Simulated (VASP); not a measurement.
A run of VASP 6.6.1 is set up as follows.

The input INCAR:

```
SYSTEM = FeCo2
PREC     = Accurate       ! precision mode
ENCUT    = 600            ! plane-wave cutoff, eV
EDIFF    = 1E-6           ! SCF threshold, eV
ISMEAR   = 0              ! smearing method
SIGMA    = 0.1            ! smearing width, eV
LREAL    = .False.        ! projectors in reciprocal space
LASPH    = .True.         ! aspherical terms in the spheres
NELM     = 150            ! most SCF steps
ALGO     = Normal         ! electronic algorithm
ISIF     = 3              ! what is computed and relaxed
LWAVE    = .False.        ! write WAVECAR
LCHARG   = .False.        ! write CHGCAR
ISPIN    = 2              ! spin polarisation
MAGMOM   = 4 3 3          ! initial moments
LORBIT   = 11             ! projections on sites
LMAXMIX  = 4              ! l up to which the mixer works
GGA      = PE             ! functional
IBRION   = 2              ! ionic algorithm
NSW      = 90             ! ionic steps
EDIFFG   = -0.04          ! ionic threshold
```

File KPOINTS:

```
Automatic mesh
0
Gamma
  6 6 6
  0 0 0
```

Contents of POSCAR:

```
FeCo2
1.0
    0.0000000000      2.5707836400      2.5707836400
    2.5707836400      0.0000000000      2.5707836400
    2.5707836400      2.5707836400      0.0000000000
Fe Co
1 2
Direct
    0.0000000000      0.0000000000      0.0000000000
    0.2500000000      0.2500000000      0.2500000000
    0.7500000000      0.7500000000      0.7500000000
```

Potentials or basis: VASP PAW PBE potentials, release 64 (Fe, Co).

Launch:

```sh
$ cat potpaw_PBE.64/Fe/POTCAR potpaw_PBE.64/Co/POTCAR > POTCAR
$ mpirun -np 1 vasp_std > vasp.out
```

Question: What does it give for the relaxed cell?

Answer: a = 3.826 Å, b = 3.826 Å, c = 3.826 Å, α = 60.00°, β = 60.00°, γ = 60.00°.

Question: Estimate the relaxed volume.

Answer: 13.20 Å³/atom.

Step by step:
```tsv
step	energy change (eV)	largest force (eV/Å)	pressure (GPa)	volume (Å³)
1	0.0000	0.0000	19.01	33.98
2	-0.3292	0.0000	-31.49	41.03
3	-0.1633	0.0000	16.63	36.23
4	-0.2803	0.0000	8.80	37.71
5	-0.3296	0.0000	2.02	39.20
6	-0.3325	0.0000	0.39	39.60
```

Caveat: the volume moved by over 15 % at a fixed basis, so the end points are rough.
